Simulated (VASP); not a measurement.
Runs of VASP 6.6.1 on Ru. The structure is that of space group Fd-3m (No. 227), or close to it. The cells are those of the table. This isn't the form of Ru at room conditions, which is hcp.

```tsv
cell	gap on the mesh (eV)	pressure (GPa)
a = 3.714 Å, angles 60.0°, 2 atoms	none	21.4
a = 3.634 Å, angles 60.0°, 2 atoms	none	42.0
a = 3.572 Å, angles 60.0°, 2 atoms	none	62.9
a = 3.828 Å, angles 60.0°, 2 atoms	none	(a)
```

Alike in all rows: task single point; level r2SCAN; potentials or basis VASP PAW PBE potentials, release 64 (Ru_pv); no spin polarisation; k mesh 9 × 9 × 9; cutoff (eV) 550; smearing gaussian 0.05 eV.

Q: Fill in the values left out.

A: (a) 0.8.

Caveats: the PAW data sets were made with another functional, which shifts forces and pressure a little; the cell stands under pressure (at least some runs).

A k mesh can miss the band edges, and the runs leave out spin-orbit coupling on Ru.

A gap of «none» marks levels without a gap at the run's occupations.
